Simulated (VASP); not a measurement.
# WC (P-6m2) in VASP: notebook

The runs below take WC through single point, relaxation of cell and atoms, with r2SCAN.

All numbers are computed with VASP 6.6.1; they aren't measurements. Logs are shortened: lines on timing, memory, paths and dates and some standing lists are left out, and cuts for length are marked.

## (1) The cell of the first run

Symmetry: P-6m2, No. 187, hexagonal system. The conventional cell has a = 2.912 Å, b = 2.912 Å, c = 2.836 Å, α = 90.00°, β = 90.00°, γ = 120.00°. W (site symmetry -6m2) has 6 C at 2.20 Å and 2 W at 2.84 Å within 2.9 Å. Within 2.9 Å of C (site symmetry -6m2) lie 6 W at 2.20 Å and 2 C at 2.84 Å.

## (2) Single point, r2SCAN

Input file POSCAR:

```
WC
1.0
    2.9120958974      0.0000000000      0.0000000000
   -1.4560479487      2.5219490254      0.0000000000
    0.0000000000      0.0000000000      2.8361909765
W C
1 1
Direct
    0.0000000000      0.0000000000      0.0000000000
    0.6666666667      0.3333333333      0.5000000000
```

Input file INCAR.step1:

```
  ALGO = Normal
  EDIFF = 1E-4
  ENCUT = 520
  GGA = PE
  ISMEAR = 0
  LASPH = T
  LCHARG = F
  LREAL = F
  LWAVE = T
  NBANDS = 16
  NELM = 100
  PREC = Accurate
  SIGMA = 0.1
```

Input file INCAR.step2:

```
  ALGO = Normal
  EDIFF = 1E-6
  ENCUT = 520
  ISIF = 2
  ISMEAR = 0
  ISTART = 1
  LASPH = T
  LCHARG = F
  LMIXTAU = T
  LREAL = F
  LWAVE = F
  METAGGA = R2SCAN
  NBANDS = 16
  NELM = 100
  PREC = Accurate
  SIGMA = 0.1
```

Input file KPOINTS:

```
k-points
0
Gamma
  18 18 14
```

Potentials or basis: VASP PAW PBE potentials, release 64 (W_sv, C).

Command:

```
> cat potpaw_PBE.64/W_sv/POTCAR potpaw_PBE.64/C/POTCAR > POTCAR
> cp INCAR.step1 INCAR
> mpirun -np 1 vasp_std > vasp.out
> cp INCAR.step2 INCAR
> mpirun -np 1 vasp_std > vasp.out
```

OUTCAR:

```text
EDIFF = 1E-6
   ENCUT = 520
   ISIF = 2
   ISMEAR = 0
   ISTART = 1
   LASPH = T
   LREAL = F
   METAGGA = R2SCAN
   NELM = 100
   PREC = Accurate

 ion  position               nearest neighbor table
   1  0.000  0.000  0.000-   2 2.20   2 2.20   2 2.20   2 2.20   2 2.20   2 2.20
   2  0.667  0.333  0.500-   1 2.20   1 2.20   1 2.20   1 2.20   1 2.20   1 2.20

  LATTYP: Found a hexagonal cell.
 ALAT       =     2.9120958974
 C/A-ratio  =     0.9739346081

  Lattice vectors:

 A1 = (   2.9120958974,   0.0000000000,   0.0000000000)
 A2 = (  -1.4560479487,   2.5219490254,   0.0000000000)
 A3 = (   0.0000000000,   0.0000000000,   2.8361909765)

Analysis of symmetry for initial positions (statically):
=====================================================================
 Subroutine PRICEL returns:
 Original cell was already a primitive cell.

 Routine SETGRP: Setting up the symmetry group for a
 hexagonal supercell.

 Subroutine GETGRP returns: Found 12 space group operations
 (whereof 12 operations were pure point group operations)
 out of a pool of 24 trial point group operations.

The static configuration has the point symmetry D_3h.

Analysis of symmetry for dynamics (positions and initial velocities):
=====================================================================
 Subroutine PRICEL returns:
 Original cell was already a primitive cell.

 Routine SETGRP: Setting up the symmetry group for a
 hexagonal supercell.

 Subroutine GETGRP returns: Found 12 space group operations
 (whereof 12 operations were pure point group operations)
 out of a pool of 24 trial point group operations.

The dynamic configuration has the point symmetry D_3h.

 Subroutine INISYM returns: Found 12 space group operations
 (whereof 12 operations are pure point group operations),
 and found     1 'primitive' translations

----------------------------------------------------------------------------------------

                                     Primitive cell

  volume of cell :      20.8294

  direct lattice vectors                    reciprocal lattice vectors
     2.912095897  0.000000000  0.000000000     0.343395285  0.198259360  0.000000000
    -1.456047949  2.521949025  0.000000000     0.000000000  0.396518720  0.000000000
     0.000000000  0.000000000  2.836190977     0.000000000  0.000000000  0.352585566

  length of vectors
     2.912095897  2.912095897  2.836190977     0.396518720  0.396518720  0.352585566

  position of ions in fractional coordinates (direct lattice)
     0.000000000  0.000000000  0.000000000
     0.666666667  0.333333333  0.500000000

  ion indices of the primitive-cell ions
   primitive index   ion index
                 1           1
                 2           2

----------------------------------------------------------------------------------------

 KPOINTS: k-points

Automatic generation of k-mesh.
 Grid dimensions read from file:
 generate k-points for:   18   18   14

 Generating k-lattice:

  Cartesian coordinates                     Fractional coordinates (reciprocal lattice)
     0.019077516  0.011014409  0.000000000     0.055555556  0.000000000  0.000000000
     0.000000000  0.022028818  0.000000000     0.000000000  0.055555556  0.000000000
     0.000000000  0.000000000  0.025184683     0.000000000  0.000000000  0.071428571

  Length of vectors
     0.022028818  0.022028818  0.025184683

  Shift w.r.t. Gamma in fractional coordinates (k-lattice)
     0.000000000  0.000000000  0.000000000

 Subroutine IBZKPT returns following result:
 ===========================================

 Found    296 irreducible k-points:

 Following reciprocal coordinates:
            Coordinates               Weight
  0.000000  0.000000  0.000000      1.000000
  0.055556  0.000000  0.000000      6.000000
  0.111111  0.000000  0.000000      6.000000
  0.166667  0.000000  0.000000      6.000000
  0.222222  0.000000  0.000000      6.000000
  0.277778  0.000000  0.000000      6.000000
[... 16 lines left out ...]
  0.333333  0.111111  0.000000     12.000000
  0.388889  0.111111  0.000000     12.000000
 [... further k-points ...]
   k-points           NKPTS =    296   k-points in BZ     NKDIM =    296   number of bands    NBANDS=     16
   number of dos      NEDOS =    301   number of ions     NIONS =      2
   total plane-waves  NPLWV =  13824
   dimension x,y,z NGX =    24 NGY =   24 NGZ =   24
   dimension x,y,z NGXF=    48 NGYF=   48 NGZF=   48
   ions per type =               1   1
   NGX,Y,Z   is equivalent  to a cutoff of  13.70, 13.70, 14.07 a.u.
   NGXF,Y,Z  is equivalent  to a cutoff of  27.40, 27.40, 28.14 a.u.
 SYSTEM =  unknown system
   PREC   = accura    normal or accurate (medium, high low for compatibility)
   ISTART =      1    job   : 0-new  1-cont  2-samecut
   ICHARG =      0    charge: 1-file 2-atom 10-const
   ISPIN  =      1    spin polarized calculation?
   LNONCOLLINEAR =      F non collinear calculations
   LSORBIT =      F    spin-orbit coupling
   LASPH  =      T    aspherical Exc in radial PAW
   ENCUT  =  520.0 eV  38.22 Ry    6.18 a.u.   5.41  5.41  5.27*2*pi/ulx,y,z
   NELM   =    100;   NELMIN=  2; NELMDL=  0     # of ELM steps
   EDIFF  = 0.1E-05   stopping-criterion for ELM
   LREAL  =      F    real-space projection
   EDIFFG = 0.1E-04   stopping-criterion for IOM
   NSW    =      0    number of steps for IOM
   IBRION =     -1    ionic relax: 0-MD 1-quasi-New 2-CG
   NFREE  =      0    steps in history (QN), initial steepest desc. (CG)
   ISIF   =      2    stress and relaxation
   ISYM   =      2    0-nonsym 1-usesym 2-fastsym
   POTIM  = 0.5000    time-step for ionic-motion
   TEBEG  =    0.0;   TEEND  =   0.0 temperature during run
   PSTRESS=    0.0 pullay stress
   NELECT =      18.0000    total number of electrons
   NUPDOWN=      -1.0000    fix difference up-down
   EMIN   =  10.00;   EMAX   =-10.00  energy-range for DOS
   EFERMI =   0.00;   METHOD = LEGACY
   ISMEAR =     0;   SIGMA  =   0.10  broadening in eV -4-tet -1-fermi 0-gaus
   EFERMI_NEDOS =   21; number of points for ismear=-14 and -15
   IALGO  =     38    algorithm
   IMIX   =      4    mixing-type and parameters
     AMIX     =   0.40;   BMIX     =  1.00
     AMIX_MAG =   1.60;   BMIX_MAG =  1.00
  volume/ion in A,a.u.               =      10.41        70.28
  Fermi-wavevector in a.u.,A,eV,Ry     =   1.559337  2.946719 33.082979  2.431530
  Thomas-Fermi vector in A             =   2.662710
   LORBIT       =      0    0 simple, 1 ext, 2 COOP (PROOUT), +10 PAW based schemes
   METAGGA = R2SCAN    functional components
   LHFCALC =     F    Hartree Fock is set to
   AEXX    =    0.0000 exact exchange contribution
   IVDW    =     0    specifies the selected vdW correction
   LEPSILON=     F    determine dielectric tensor
   LRPA    =     F    only Hartree local field effects (RPA)
 non-spin polarized calculation
 Gauss-broadening in eV      SIGMA  =   0.10
  energy-cutoff  :      520.00
  volume of cell :       20.83
 maximum number of plane-waves:       581
 NGX is ok and might be reduce to    24
   NGX = 11   NGY = 11   NGZ = 11

 number of electron      18.0000001 magnetization

 Free energy of the ion-electron system (eV)
  ---------------------------------------------------
  ext. energy  EPLUGINS =         0.00000000
  ---------------------------------------------------
  free energy    TOTEN  =       -61.61319916 eV

  energy without entropy =      -61.61177968  energy(sigma->0) =      -61.61248942

 E-fermi :  10.8952     XC(G=0): -14.9460

 val. band max:       10.8766656265   @ k =   0.0556   0.0000   0.2857
 cond. band min:      10.9051800108   @ k =   0.0556   0.0000   0.2143
 fundamental gap:      0.0285143843
 Fermi energy:        10.8952073650

 k-point     1 :       0.0000    0.0000    0.0000
  band No.  band energies     occupation
      1     -65.0431      2.00000
      2     -28.3454      2.00000
      3     -28.2470      2.00000
      4     -28.2470      2.00000
      5      -4.3025      2.00000
      6       6.4432      2.00000
[... 8 lines left out ...]
     15      26.1466      0.00000
     16      28.4517      0.00000

 k-point     2 :       0.0556    0.0000    0.0000
  band No.  band energies     occupation
      1     -65.0412      2.00000
      2     -28.3419      2.00000
      3     -28.2741      2.00000
      4     -28.2531      2.00000
      5      -4.2190      2.00000
      6       6.4771      2.00000
[... 8 lines left out ...]
     15      25.9399      0.00000
     16      28.6331      0.00000

 k-point     3 :       0.1111    0.0000    0.0000
  band No.  band energies     occupation
      1     -65.0356      2.00000
      2     -28.3514      2.00000
      3     -28.3319      2.00000
      4     -28.2705      2.00000
      5      -3.9752      2.00000
      6       6.4507      2.00000
[... 8 lines left out ...]
     15      25.6072      0.00000
     16      29.1558      0.00000

 k-point     4 :       0.1667    0.0000    0.0000
  band No.  band energies     occupation
      1     -65.0272      2.00000
      2     -28.4683      2.00000
      3     -28.3166      2.00000
      4     -28.2972      2.00000
      5      -3.5903      2.00000
      6       6.0489      2.00000
[... 8 lines left out ...]
     15      25.4390      0.00000
     16      29.9610      0.00000

 k-point     5 :       0.2222    0.0000    0.0000
  band No.  band energies     occupation
      1     -65.0167      2.00000
      2     -28.6091      2.00000
      3     -28.3297      2.00000
      4     -28.2977      2.00000
      5      -3.0952      2.00000
      6       5.4676      2.00000
[... 8 lines left out ...]
     15      25.5947      0.00000
     16      30.2443      0.00000

 k-point     6 :       0.2778    0.0000    0.0000
  band No.  band energies     occupation
      1     -65.0057      2.00000
      2     -28.7560      2.00000
      3     -28.3640      2.00000
      4     -28.2776      2.00000
      5      -2.5313      2.00000
      6       4.8872      2.00000
[... 8 lines left out ...]
     15      26.1638      0.00000
     16      29.5353      0.00000

 k-point     7 :       0.3333    0.0000    0.0000
  band No.  band energies     occupation
      1     -64.9952      2.00000
      2     -28.8914      2.00000
      3     -28.3961      2.00000
      4     -28.2586      2.00000
      5      -1.9522      2.00000
      6       4.3736      2.00000
[... 8 lines left out ...]
     15      26.7498      0.00000
     16      28.4280      0.00000

 k-point     8 :       0.3889   -0.0000    0.0000
  band No.  band energies     occupation
      1     -64.9867      2.00000
      2     -29.0000      2.00000
      3     -28.4221      2.00000
      4     -28.2430      2.00000
      5      -1.4282      2.00000
      6       3.9633      2.00000
[... 8 lines left out ...]
     15      25.9324      0.00000
     16      28.8895      0.00000

 k-point     9 :       0.4444    0.0000    0.0000
  band No.  band energies     occupation
      1     -64.9811      2.00000
      2     -29.0700      2.00000
      3     -28.4390      2.00000
      4     -28.2329      2.00000
      5      -1.0492      2.00000
      6       3.6902      2.00000
[... 8 lines left out ...]
     15      24.9328      0.00000
     16      29.7530      0.00000
[... 172 lines left out ...]
 k-point    19 :       0.1111    0.1111    0.0000
  band No.  band energies     occupation
      1     -65.0225      2.00000
      2     -28.5229      2.00000
      3     -28.3214      2.00000
      4     -28.3081      2.00000
      5      -3.3689      2.00000
      6       5.8130      2.00000
[... 8 lines left out ...]
     15      25.4714      0.00000
     16      30.0335      0.00000

 k-point    20 :       0.1667    0.1111    0.0000
  band No.  band energies     occupation
      1     -65.0127      2.00000
      2     -28.6444      2.00000
      3     -28.3622      2.00000
      4     -28.2903      2.00000
      5      -2.8882      2.00000
      6       5.3039      2.00000
[... 8 lines left out ...]
     15      25.7130      0.00000
     16      30.0992      0.00000

 k-point    21 :       0.2222    0.1111    0.0000
  band No.  band energies     occupation
      1     -65.0023      2.00000
      2     -28.7709      2.00000
      3     -28.4059      2.00000
      4     -28.2714      2.00000
      5      -2.3376      2.00000
      6       4.8000      2.00000
[... 8 lines left out ...]
     15      26.2906      0.00000
     16      29.3442      0.00000

 k-point    22 :       0.2778    0.1111    0.0000
  band No.  band energies     occupation
      1     -64.9925      2.00000
      2     -28.8876      2.00000
      3     -28.4471      2.00000
      4     -28.2535      2.00000
      5      -1.7696      2.00000
      6       4.3538      2.00000
[... 8 lines left out ...]
     15      26.9569      0.00000
     16      28.3209      0.00000

 k-point    23 :       0.3333    0.1111    0.0000
  band No.  band energies     occupation
      1     -64.9845      2.00000
      2     -28.9813      2.00000
      3     -28.4804      2.00000
      4     -28.2389      2.00000
      5      -1.2543      2.00000
      6       3.9989      2.00000
[... 8 lines left out ...]
     15      26.4094      0.00000
     16      28.6653      0.00000

 k-point    24 :       0.3889    0.1111    0.0000
  band No.  band energies     occupation
      1     -64.9792      2.00000
      2     -29.0418      2.00000
      3     -28.5022      2.00000
      4     -28.2293      2.00000
      5      -0.8815      2.00000
      6       3.7646      2.00000
[... 8 lines left out ...]
     15      25.5480      0.00000
     16      29.3930      0.00000

 [... further k-points ...]

------------------------ aborting loop because EDIFF is reached ----------------------------------------

  FORCE on cell =-STRESS in cart. coord.  units (eV):
  Direction    XX          YY          ZZ          XY          YZ          ZX
  --------------------------------------------------------------------------------------
  -------------------------------------------------------------------------------------
  Total        0.2314553      0.2314553      0.2735894      0.0000000      0.0000000      0.0000000
  in kB       17.8032893     17.8032893     21.0441953      0.0000000      0.0000000      0.0000000
  external PRESSURE =      18.8835913 kB  Pullay stress =       0.0000000 kB

 VOLUME and BASIS-vectors are now :
 -----------------------------------------------------------------------------
  energy-cutoff  :      520.00
  volume of cell :       20.83
      direct lattice vectors                 reciprocal lattice vectors
     2.912095897  0.000000000  0.000000000     0.343395285  0.198259360  0.000000000
    -1.456047949  2.521949025  0.000000000     0.000000000  0.396518720  0.000000000
     0.000000000  0.000000000  2.836190977     0.000000000  0.000000000  0.352585566

 POSITION                                       TOTAL-FORCE (eV/Angst)
 -----------------------------------------------------------------------------------
      0.00000      0.00000      0.00000        -0.000000      0.000000      0.000000
      1.45605      0.84065      1.41810         0.000000     -0.000000      0.000000
 -----------------------------------------------------------------------------------
    total drift:                               -0.000000      0.000000      0.000000

  FREE ENERGIE OF THE ION-ELECTRON SYSTEM (eV)
  ---------------------------------------------------
  free  energy   TOTEN  =       -61.6131991626 eV

  energy  without entropy=      -61.6117796792  energy(sigma->0) =      -61.61248942
```

Wall time 4.3 min (1 thread of Intel Xeon Platinum 8259CL at 2.50GHz (Skylake/Cascade Lake), shared host); peak memory 0.22 GiB.

Results:

```
Free energy            : -61.6132 eV
Pressure               : 1.9 GPa
Band gap on the k mesh : zero (band 9 reaches 11.67 eV, above the bottom of band 10 at 10.34 eV)
```

Caveat: the PAW data sets were made with another functional, which shifts forces and pressure a little; spin-orbit coupling is left out, which moves the levels of the heavy elements.

## (3) Relaxation of cell and atoms, r2SCAN, target pressure 25 GPa, at which the enthalpy is minimised

This run uses another cell than the first one, of 9.84 Å³/atom, 0.945 times its volume.

Input file POSCAR:

```
WC
1.0
    2.8555378581      0.0000000000      0.0000000000
   -1.4277689290      2.4729683266      0.0000000000
    0.0000000000      0.0000000000      2.7875630811
W C
1 1
Direct
    0.0000000000      0.0000000000      0.0000000000
    0.6666666667      0.3333333333      0.5000000000
```

Input file INCAR.step1:

```
SYSTEM = WC
ALGO = Normal
EDIFF = 1E-4
ENCUT = 600
GGA = PE
ISMEAR = 0
LASPH = .True.
LCHARG = .False.
LREAL = .False.
LWAVE = .True.
NELM = 80
PREC = Accurate
SIGMA = 0.1
```

Input file INCAR.step2:

```
SYSTEM = WC
ALGO = Normal
EDIFF = 1E-6
EDIFFG = -0.008
ENCUT = 600
IBRION = 2
ISIF = 3
ISMEAR = 0
ISTART = 1
LASPH = .True.
LCHARG = .False.
LMIXTAU = .True.
LREAL = .False.
LWAVE = .False.
METAGGA = R2SCAN
NELM = 80
NSW = 70
PREC = Accurate
PSTRESS = 250.0
SIGMA = 0.1
```

Input file KPOINTS:

```
k-points
0
Gamma
  18 18 14
  0 0 0
```

Potentials or basis: VASP PAW PBE potentials, release 64 (W_sv, C).

Command:

```
> cat potpaw_PBE.64/W_sv/POTCAR potpaw_PBE.64/C/POTCAR > POTCAR
> cp INCAR.step1 INCAR
> mpirun -np 1 vasp_std > vasp.out
> cp INCAR.step2 INCAR
> mpirun -np 1 vasp_std > vasp.out
```

It took 10 min on 1 thread of Intel Xeon Platinum 8259CL at 2.50GHz (Skylake/Cascade Lake), shared host; peak memory 0.24 GiB.

Results (log left out):

```
Free energy                                            : -61.5300 eV
Relaxed volume                                         : 9.90 Å³/atom
Relaxed cell                                           : a = 2.859 Å, b = 2.859 Å, c = 2.797 Å, α = 90.00°, β = 90.00°, γ = 120.00°
Space group after relaxing (to 0.05 Å)                 : P-6m2 (No. 187)
Energy change on relaxing (the enthalpy is what falls) : -9.0 meV/atom
Ionic steps                                            : 6
Pressure after relaxing                                : 25.1 GPa
Band gap on the k mesh                                 : zero (band 9 reaches 12.37 eV, above the bottom of band 10 at 11.01 eV)
```

The path:
```
step  energy change (eV)  largest force (eV/Å)  pressure (GPa)  volume (Å³)
   1              0.0000                0.0000           27.93        19.68
   2             -0.0677                0.0000           14.85        20.20
   3             -0.0191                0.0000           24.88        19.80
   4             -0.0188                0.0000           24.90        19.80
   5             -0.0168                0.0000           25.17        19.79
   6             -0.0179                0.0000           25.07        19.79
```

Final structure:
```
W C
1.0
     2.85851    0.00000    0.00000
    -1.42925    2.47554    0.00000
     0.00000    0.00000    2.79690
W C
1 1
Direct
  0.00000 0.00000 0.00000
  0.66667 0.33333 0.50000
```

Levels at points of the mesh, in eV from the Fermi level:
```
           k point  band 7  band 8  band 9  band 10  band 11  band 12
(0.00, 0.00, 0.00)   -3.67   -3.67    0.09     3.65     3.65     6.23
(0.50, 0.00, 0.00)   -4.01   -3.93   -0.51     2.64     5.07     5.49
(0.00, 0.00, 0.50)   -2.20   -2.20   -0.64    -0.64     3.98     4.99
(0.50, 0.00, 0.50)   -4.73   -4.49    0.32     4.96     5.86     7.44
```

Caveat: the cell is relaxed towards a set pressure, so the enthalpy falls and the energy may rise; the PAW data sets were made with another functional, which shifts forces and pressure a little; spin-orbit coupling is left out, which moves the levels of the heavy elements.

[end of part 1 of 2]
